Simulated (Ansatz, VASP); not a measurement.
## Two plane-wave programs on TaGaMo3

```
Ta Ga Mo
1.0
     4.75327    0.00000    0.00000
     0.00000    4.75327    0.00000
     0.00000    0.00000    4.75402
Ta Ga Mo
1 1 3
Direct
  0.00000 0.00000 0.00000
  0.50000 0.50000 0.50000
  0.00000 0.00000 0.50000
  0.00000 0.50000 0.00000
  0.50000 0.00000 0.00000
```

Change from the starting cell: species swapped into the KCrF3 type (P4/mmm, No. 123).

Alike in both runs: functional PBE; k mesh 4 × 4 × 4; occupations gaussian, width 0.1 eV; no spin polarisation.

Ansatz relaxed the structure, and its values are those at the end. VASP's run is a single point on that final structure, the one shown.

|  | VASP | Ansatz |
| --- | --- | --- |
| version | VASP 6.6.1 | Ansatz 0.2.0 |
| potentials or method | VASP PAW PBE potentials, release 64 (Ta_pv, Ga_d, Mo_sv), cutoff 520 eV | scalar-relativistic, plane waves, PAW |
| valence electrons in the cell | 66 | 68 |

```csv
,VASP,Ansatz,Ansatz less VASP
gap on the k mesh at the Fermi level (eV),none,none,-
pressure (GPa),0.6,0.0,-0.53
```

A gap of «none» marks a metal or a gap that the smearing closes. The functional is the same, so the differences come from potentials, cutoffs and numerics. VASP's potentials hold 66 valence electrons a cell and Ansatz's 68, so a difference there can come from the potentials and not from the codes.

Neither program's run includes spin-orbit coupling.
